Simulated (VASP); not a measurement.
Wanted: the native input for a VASP 6.6.1 run.

```yaml
Task: single point
Functional: PBE
Potentials_or_basis: VASP PAW PBE potentials, release 64 (Li_sv)
Cutoff: 520 eV
k_mesh: 14 × 14 × 14
Occupations: fermi-dirac, width 0.05 eV
Spin: no spin polarisation
Dipole_correction: no
Further_INCAR_settings: ALGO = Normal; EDIFF = 1e-07; NBANDS = 8
```

The structure of Li lies in POSCAR:

```
Li
1.0
    2.7295825794      0.0000000000      0.0000000000
    0.0000000000      2.7295825794      0.0000000000
    0.0000000000      0.0000000000      2.7295825794
Li
1
Direct
    0.0000000000      0.0000000000      0.0000000000
```

The input as run:

INCAR

```
SYSTEM = Li
ALGO = Normal
EDIFF = 1E-7
ENCUT = 520
GGA = PE
ISIF = 2
ISMEAR = -1
LASPH = .TRUE.
LCHARG = .TRUE.
LELF = .TRUE.
LREAL = .FALSE.
LVHAR = .TRUE.
LWAVE = .FALSE.
NBANDS = 8
NELM = 60
PREC = Accurate
SIGMA = 0.05
```

KPOINTS

```
k-points
0
G
  14 14 14
  0 0 0
```

Potentials or basis: VASP PAW PBE potentials, release 64 (Li_sv).

Launch:

```sh
$ cat potpaw_PBE.64/Li_sv/POTCAR > POTCAR
$ mpirun -np 1 vasp_std > vasp.out
```

Wall time 15 s on 1 thread of AMD EPYC 7R43 64-Core Processor (Zen 3), on a shared host, peak memory 0.09 GiB.
